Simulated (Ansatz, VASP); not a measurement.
BW5 in VASP and in Ansatz

```
CELL_PARAMETERS angstrom
4.36505 0.00000 0.00000
-2.18252 3.78024 0.00000
0.00000 0.00000 5.92534
ATOMIC_POSITIONS crystal
B 0.00000 0.00000 0.50000
W 0.66667 0.33333 0.79599
W 0.00000 0.00000 0.00000
W 0.66667 0.33333 0.20401
W 0.33333 0.66667 0.20401
W 0.33333 0.66667 0.79599
```

Change from the starting cell: species swapped into the BaSn5 type (P6/mmm, No. 191).

Alike in both runs: task single point; functional PBE; k mesh 6 × 6 × 4; occupations gaussian, width 0.1 eV; no spin polarisation.

|  | VASP | Ansatz |
| --- | --- | --- |
| version | VASP 6.6.1 | Ansatz 0.2.0 |
| potentials or method | VASP PAW PBE potentials, release 64 (B, W_sv), cutoff 520 eV | scalar-relativistic, plane waves, PAW |
| valence electrons in the cell | 73 | 73 |

|  | VASP | Ansatz | Ansatz less VASP |
| --- | --- | --- | --- |
| gap on the k mesh at the Fermi level (eV) | none | none | - |
| pressure (GPa) | 16.4 | 15.4 | -0.98 |
| traceless stress, the component that is largest in VASP (GPa) | -20.62 | -20.43 | +0.189 |
| rms of the force components (eV/Å) | 1.742 | 1.697 | -0.0447 |

Atom by atom the forces differ by 0.045 eV/Å (rms over components). A gap of «none» marks a metal or a gap that the smearing closes. With one functional, cell and mesh, what is left measures potentials, basis and numerics.

Spin-orbit coupling is off throughout.
